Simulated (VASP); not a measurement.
Set up this calculation in VASP 6.6.1, as the native input.

- Task: single point
- Functional: PBE
- Potentials or basis: VASP PAW PBE potentials, release 64 (Si, Ta_pv)
- Cutoff: 400 eV
- k mesh: 1 × 1 × 1, shifted
- Occupations: fermi-dirac, width 0.1112 eV
- Spin: no spin polarisation
- Dipole correction: no
- Mended: yes
- Further INCAR settings: LREAL = Auto; ALGO = Normal; EDIFF = 1e-06; NBANDS = 94; ISYM = -1

The structure of TaSi2 lies in POSCAR:

```
TaSi2
1.0
    7.2389490000     -0.0789630000     -0.1139910000
   -0.0789630000      7.5148510000      0.0255970000
   -0.1139910000      0.0255970000      7.3977730000
Si Ta
16 8
Direct
    0.4939162697      0.7945181461      0.4204643382
    0.5669720079      0.7482906982      0.0280388043
    0.3847968006      0.8215710872      0.7332657567
    1.0557178117     -0.0181261662      0.5752269372
    0.6632746423      0.3062144500      0.8512399838
    0.8126242405      0.8425625883      0.3187458949
    0.1280456439      0.9538683932      0.1551751969
    0.1997352017      0.1833448841      0.3943511022
    0.2003018590      0.6173085559      0.5164127586
    0.5830838920      0.4277475018      0.1836665255
    0.4905401382      0.1146399749      0.3476654017
    0.1199222512      0.7362762472      0.8608090021
    0.3462401633      0.4470456179      0.8740849761
    0.7117269683      0.0616647591      0.6121271950
    0.1237601290      0.2826061281      0.0472917555
    0.8287957189      0.5167646667      0.4099591360
    0.8515309403      0.1758844429      0.2647988455
    0.7229722935      0.6780589821      0.6828081990
    0.4948544554      0.3867382853      0.5479393075
    0.9732105933      0.3454239017      0.6838096321
    0.4154796055      0.0660290211     -0.0235472498
    0.8994152803      0.6091287310      0.0683625165
    0.8469837134     -0.0042380760      0.9267447112
    0.2761513599      0.6327271550      0.1747644666
```

The input as run:

INCAR

```
PREC = Accurate ; ENCUT = 400
EDIFF = 1E-6 ; ISMEAR = -1
SIGMA = 0.1112 ; LREAL = Auto
LASPH = T ; NELM = 120
ALGO = Normal ; ISIF = 2
LWAVE = F ; LCHARG = F
GGA = PE ; ISYM = -1
NBANDS = 94 ; GGA_COMPAT = F
```

KPOINTS

```
explicit points
1
Reciprocal
  0.25000000   0.25000000   0.25000000 1
```

Potentials or basis: VASP PAW PBE potentials, release 64 (Si, Ta_pv).

The run is started by

```console
$ cat potpaw_PBE.64/Si/POTCAR potpaw_PBE.64/Ta_pv/POTCAR > POTCAR
$ mpirun -np 1 vasp_std > vasp.out
```

It gave:

| Property | Result |
| --- | --- |
| Pressure | -4.4 GPa |
| Largest force | 2.674 eV/Å |

Caveat: the atoms stand as in a frame of molecular dynamics.

It took 70 s on 1 thread of AMD EPYC 7R13 Processor (Zen 3) (shared host), peak memory 0.29 GiB.
